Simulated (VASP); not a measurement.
# FePt (P4/mmm) in VASP: further runs

Aim: see how the results for FePt move with the level of theory and the settings. Levels: RPBE+D3(BJ), LDA. Tasks: single point.

All numbers are computed with VASP 6.6.1; they aren't measurements. Logs are shortened: lines on timing, memory, paths and dates and some standing lists are left out, and cuts for length are marked.

### Step 1. The cell of the first run

It takes space group P4/mmm (No. 123, tetragonal). Conventional cell: a = 2.742 Å, b = 2.742 Å, c = 3.745 Å, α = 90.00°, β = 90.00°, γ = 90.00°. Pt (site symmetry 4/mmm) has 8 Fe at 2.70 Å and 4 Pt at 2.74 Å within 3.6 Å. Within 3.6 Å of Fe (site symmetry 4/mmm) lie 8 Pt at 2.70 Å and 4 Fe at 2.74 Å.

### Step 2. Single point, RPBE+D3(BJ), collinear spin, ferromagnetic start

INCAR

```
PREC = Accurate
ENCUT = 520
EDIFF = 1E-6
ISMEAR = -1
SIGMA = 0.05
LREAL = False
LASPH = True
NELM = 150
ALGO = Fast
ISIF = 2
LWAVE = False
LCHARG = False
ISPIN = 2
MAGMOM = 0 3
LORBIT = 11
LMAXMIX = 4
GGA = RP
IVDW = 12
NBANDS = 20
```

KPOINTS

```
Automatic mesh
0
Gamma
  10 10 7
```

POSCAR

```
FePt
1.0
    2.7415369495      0.0000000000      0.0000000000
    0.0000000000      2.7415369495      0.0000000000
    0.0000000000      0.0000000000      3.7446364796
Pt Fe
1 1
Direct
    0.5000000000      0.5000000000      0.5000000000
    0.0000000000      0.0000000000      0.0000000000
```

Potentials or basis: VASP PAW PBE potentials, release 64 (Pt, Fe).

On the command line:

```sh
cat potpaw_PBE.64/Pt/POTCAR potpaw_PBE.64/Fe/POTCAR > POTCAR
mpirun -np 1 vasp_std > vasp.out
```

OUTCAR:

```text
PREC = Accurate
   ENCUT = 520
   EDIFF = 1E-6
   ISMEAR = -1
   LREAL = False
   LASPH = True
   NELM = 150
   ISIF = 2
   ISPIN = 2
   LORBIT = 11
   GGA = RP
   IVDW = 12
 IVDW          = 12

 ion  position               nearest neighbor table
   1  0.500  0.500  0.500-   2 2.70   2 2.70   2 2.70   2 2.70   2 2.70   2 2.70   2 2.70   2 2.70

   2  0.000  0.000  0.000-   1 2.70   1 2.70   1 2.70   1 2.70   1 2.70   1 2.70   1 2.70   1 2.70

  LATTYP: Found a simple tetragonal cell.
 ALAT       =     2.7415369495
 C/A-ratio  =     1.3658894805

  Lattice vectors:

 A1 = (   2.7415369495,   0.0000000000,   0.0000000000)
 A2 = (   0.0000000000,   2.7415369495,   0.0000000000)
 A3 = (   0.0000000000,   0.0000000000,   3.7446364796)

Analysis of symmetry for initial positions (statically):
=====================================================================
 Subroutine PRICEL returns:
 Original cell was already a primitive cell.

 Routine SETGRP: Setting up the symmetry group for a
 simple tetragonal supercell.

 Subroutine GETGRP returns: Found 16 space group operations
 (whereof 16 operations were pure point group operations)
 out of a pool of 16 trial point group operations.

The static configuration has the point symmetry D_4h.

Analysis of symmetry for dynamics (positions and initial velocities):
=====================================================================
 Subroutine PRICEL returns:
 Original cell was already a primitive cell.

 Routine SETGRP: Setting up the symmetry group for a
 simple tetragonal supercell.

 Subroutine GETGRP returns: Found 16 space group operations
 (whereof 16 operations were pure point group operations)
 out of a pool of 16 trial point group operations.

The dynamic configuration has the point symmetry D_4h.

Analysis of structural, dynamic, and magnetic symmetry:
=====================================================================
 Subroutine PRICEL returns:
 Original cell was already a primitive cell.

 Routine SETGRP: Setting up the symmetry group for a
 simple tetragonal supercell.

 Subroutine GETGRP returns: Found 16 space group operations
 (whereof 16 operations were pure point group operations)
 out of a pool of 16 trial point group operations.

The overall configuration has the point symmetry D_4h.

 Subroutine INISYM returns: Found 16 space group operations
 (whereof 16 operations are pure point group operations),
 and found     1 'primitive' translations

----------------------------------------------------------------------------------------

                                     Primitive cell

  volume of cell :      28.1448

  direct lattice vectors                    reciprocal lattice vectors
     2.741536949  0.000000000  0.000000000     0.364758899  0.000000000  0.000000000
     0.000000000  2.741536949  0.000000000     0.000000000  0.364758899  0.000000000
     0.000000000  0.000000000  3.744636480     0.000000000  0.000000000  0.267048619

  length of vectors
     2.741536949  2.741536949  3.744636480     0.364758899  0.364758899  0.267048619

  position of ions in fractional coordinates (direct lattice)
     0.500000000  0.500000000  0.500000000
     0.000000000  0.000000000  0.000000000

  ion indices of the primitive-cell ions
   primitive index   ion index
                 1           1
                 2           2

----------------------------------------------------------------------------------------

 KPOINTS: Automatic mesh

Automatic generation of k-mesh.
 Grid dimensions read from file:
 generate k-points for:   10   10    7

 Generating k-lattice:

  Cartesian coordinates                     Fractional coordinates (reciprocal lattice)
     0.036475890  0.000000000  0.000000000     0.100000000  0.000000000  0.000000000
     0.000000000  0.036475890  0.000000000     0.000000000  0.100000000  0.000000000
     0.000000000  0.000000000  0.038149803     0.000000000  0.000000000  0.142857143

  Length of vectors
     0.036475890  0.036475890  0.038149803

  Shift w.r.t. Gamma in fractional coordinates (k-lattice)
     0.000000000  0.000000000  0.000000000

 Subroutine IBZKPT returns following result:
 ===========================================

 Found     84 irreducible k-points:

 Following reciprocal coordinates:
            Coordinates               Weight
  0.000000  0.000000  0.000000      1.000000
  0.100000  0.000000  0.000000      4.000000
  0.200000  0.000000  0.000000      4.000000
  0.300000  0.000000  0.000000      4.000000
  0.400000  0.000000  0.000000      4.000000
  0.500000  0.000000  0.000000      2.000000
[... 16 lines left out ...]
  0.100000  0.000000  0.142857      8.000000
  0.200000  0.000000  0.142857      8.000000
 [... further k-points ...]
   k-points           NKPTS =     84   k-points in BZ     NKDIM =     84   number of bands    NBANDS=     20
   number of dos      NEDOS =    301   number of ions     NIONS =      2
   total plane-waves  NPLWV =  11200
   dimension x,y,z NGX =    20 NGY =   20 NGZ =   28
   dimension x,y,z NGXF=    40 NGYF=   40 NGZF=   56
   ions per type =               1   1
   NGX,Y,Z   is equivalent  to a cutoff of  12.13, 12.13, 12.43 a.u.
   NGXF,Y,Z  is equivalent  to a cutoff of  24.26, 24.26, 24.86 a.u.
 SYSTEM =  unknown system
   PREC   = accura    normal or accurate (medium, high low for compatibility)
   ISTART =      0    job   : 0-new  1-cont  2-samecut
   ICHARG =      2    charge: 1-file 2-atom 10-const
   ISPIN  =      2    spin polarized calculation?
   LNONCOLLINEAR =      F non collinear calculations
   LSORBIT =      F    spin-orbit coupling
   LASPH  =      T    aspherical Exc in radial PAW
   ENCUT  =  520.0 eV  38.22 Ry    6.18 a.u.   5.10  5.10  6.96*2*pi/ulx,y,z
   NELM   =    150;   NELMIN=  2; NELMDL= -5     # of ELM steps
   EDIFF  = 0.1E-05   stopping-criterion for ELM
   LREAL  =      F    real-space projection
   EDIFFG = 0.1E-04   stopping-criterion for IOM
   NSW    =      0    number of steps for IOM
   IBRION =     -1    ionic relax: 0-MD 1-quasi-New 2-CG
   NFREE  =      0    steps in history (QN), initial steepest desc. (CG)
   ISIF   =      2    stress and relaxation
   ISYM   =      2    0-nonsym 1-usesym 2-fastsym
   POTIM  = 0.5000    time-step for ionic-motion
   TEBEG  =    0.0;   TEEND  =   0.0 temperature during run
   PSTRESS=    0.0 pullay stress
   NELECT =      18.0000    total number of electrons
   NUPDOWN=      -1.0000    fix difference up-down
   EMIN   =  10.00;   EMAX   =-10.00  energy-range for DOS
   EFERMI =   0.00;   METHOD = LEGACY
   ISMEAR =    -1;   SIGMA  =   0.05  broadening in eV -4-tet -1-fermi 0-gaus
   EFERMI_NEDOS =   21; number of points for ismear=-14 and -15
   IALGO  =     68    algorithm
   IMIX   =      4    mixing-type and parameters
     AMIX     =   0.40;   BMIX     =  1.00
     AMIX_MAG =   1.60;   BMIX_MAG =  1.00
  volume/ion in A,a.u.               =      14.07        94.97
  Fermi-wavevector in a.u.,A,eV,Ry     =   1.410478  2.665417 27.068093  1.989449
  Thomas-Fermi vector in A             =   2.532428
   LORBIT       =     11    0 simple, 1 ext, 2 COOP (PROOUT), +10 PAW based schemes
   GGA     = RP    functional components
   LHFCALC =     F    Hartree Fock is set to
   AEXX    =    0.0000 exact exchange contribution
   IVDW    =    12    specifies the selected vdW correction
   LEPSILON=     F    determine dielectric tensor
   LRPA    =     F    only Hartree local field effects (RPA)
 spin polarized calculation
 RMM-DIIS sequential band-by-band and
  energy-cutoff  :      520.00
  volume of cell :       28.14
 maximum number of plane-waves:       776
   NGX = 11   NGY = 11   NGZ = 13

 number of electron      17.9999991 magnetization       3.3412562

 Free energy of the ion-electron system (eV)
  ---------------------------------------------------
  ext. energy  EPLUGINS =         0.00000000
  ---------------------------------------------------
  free energy    TOTEN  =       -13.74147481 eV

  energy without entropy =      -13.73029233  energy(sigma->0) =      -13.73588357

 E-fermi :   8.5670     XC(G=0): -12.8680

 val. band max:        8.5612158782   @ k =   0.4000   0.2000   0.1429
 cond. band min:       8.5677188087   @ k =   0.5000   0.0000   0.0000
 fundamental gap:      0.0065029305
 Fermi energy:         8.5669924063

 spin component 1

 k-point     1 :       0.0000    0.0000    0.0000
  band No.  band energies     occupation
      1      -0.8615      1.00000
      2       2.3213      1.00000
      3       2.5260      1.00000
      4       5.1060      1.00000
      5       5.1060      1.00000
      6       5.5901      1.00000
[... 12 lines left out ...]
     19      29.9235      0.00000
     20      29.9249      0.00000
[... 507 lines left out ...]
 k-point    24 :       0.2000    0.0000    0.1429
  band No.  band energies     occupation
      1       0.3172      1.00000
      2       2.8410      1.00000
      3       3.3179      1.00000
      4       4.7705      1.00000
      5       5.3500      1.00000
      6       5.7058      1.00000
[... 12 lines left out ...]
     19      31.3294      0.00000
     20      31.4988      0.00000

 [... further k-points ...]

 spin component 2

 k-point     1 :       0.0000    0.0000    0.0000
  band No.  band energies     occupation
      1      -0.7488      1.00000
      2       2.9243      1.00000
      3       2.9471      1.00000
      4       6.2489      1.00000
      5       6.2489      1.00000
      6       7.8005      1.00000
[... 12 lines left out ...]
     19      29.9950      0.00000
     20      29.9956      0.00000
[... 507 lines left out ...]
 k-point    24 :       0.2000    0.0000    0.1429
  band No.  band energies     occupation
      1       0.4392      1.00000
      2       3.3234      1.00000
      3       3.8658      1.00000
      4       5.3555      1.00000
      5       6.4880      1.00000
      6       7.2021      1.00000
[... 12 lines left out ...]
     19      31.5194      0.00000
     20      31.7703      0.00000

 [... further k-points ...]

------------------------ aborting loop because EDIFF is reached ----------------------------------------

 Edisp (eV)   -5.65307

 E8    (eV) :    -3.7929

  FORCE on cell =-STRESS in cart. coord.  units (eV):
  Direction    XX          YY          ZZ          XY          YZ          ZX
  --------------------------------------------------------------------------------------
  -------------------------------------------------------------------------------------
  Total      -5.40439    -5.40439    -5.26112     0.00000     0.00000    -0.00000
  in kB    -307.65188  -307.65188  -299.49604     0.00000     0.00000    -0.00000
  external pressure =     -304.93 kB  Pullay stress =        0.00 kB

 VOLUME and BASIS-vectors are now :
 -----------------------------------------------------------------------------
  energy-cutoff  :      520.00
  volume of cell :       28.14
      direct lattice vectors                 reciprocal lattice vectors
     2.741536949  0.000000000  0.000000000     0.364758899  0.000000000  0.000000000
     0.000000000  2.741536949  0.000000000     0.000000000  0.364758899  0.000000000
     0.000000000  0.000000000  3.744636480     0.000000000  0.000000000  0.267048619

 POSITION                                       TOTAL-FORCE (eV/Angst)
 -----------------------------------------------------------------------------------
      1.37077      1.37077      1.87232         0.000000      0.000000      0.000000
      0.00000      0.00000      0.00000         0.000000      0.000000      0.000000
 -----------------------------------------------------------------------------------
    total drift:                               -0.000000      0.000000      0.000000

  FREE ENERGIE OF THE ION-ELECTRON SYSTEM (eV)
  ---------------------------------------------------
  free  energy   TOTEN  =       -19.3945447956 eV

  energy  without entropy=      -19.3833623124  energy(sigma->0) =      -19.38895355

 total charge

# of ion       s       p       d       tot
------------------------------------------
    1        0.708   0.645   8.050   9.403
    2        0.401   0.436   6.094   6.932
--------------------------------------------------
tot          1.109   1.081  14.145  16.335

 magnetization (x)

# of ion       s       p       d       tot
------------------------------------------
    1       -0.026  -0.068   0.433   0.339
    2        0.005  -0.009   2.990   2.986
--------------------------------------------------
tot         -0.021  -0.077   3.423   3.325
```

Wall time 53 s (1 thread of Intel Xeon Platinum 8488C (Sapphire Rapids), shared host); peak memory 0.21 GiB.

What came out:

```
Free energy                                           : -19.3945 eV
Pressure                                              : -30.5 GPa
Net moment                                            : 3.34 μB per cell
Site moments                                          : Pt +0.34; Fe +2.99 μB
Valence electrons inside the program's atomic spheres : Pt 9.40; Fe 6.93
Dispersion energy per atom                            : -2.827 eV
```

Stress tensor (GPa, compression positive):
```
-30.77   0.00   0.00
  0.00 -30.77   0.00
  0.00   0.00 -29.95
```

Caveat: the cell stands under tension; the dispersion term is far too large for a dense solid, which distorts pressure and volume; the PAW data sets were made with another functional, which shifts forces and pressure a little; spin-orbit coupling is left out, which moves the levels of the heavy elements.

(Continued in part 2 of 3.)
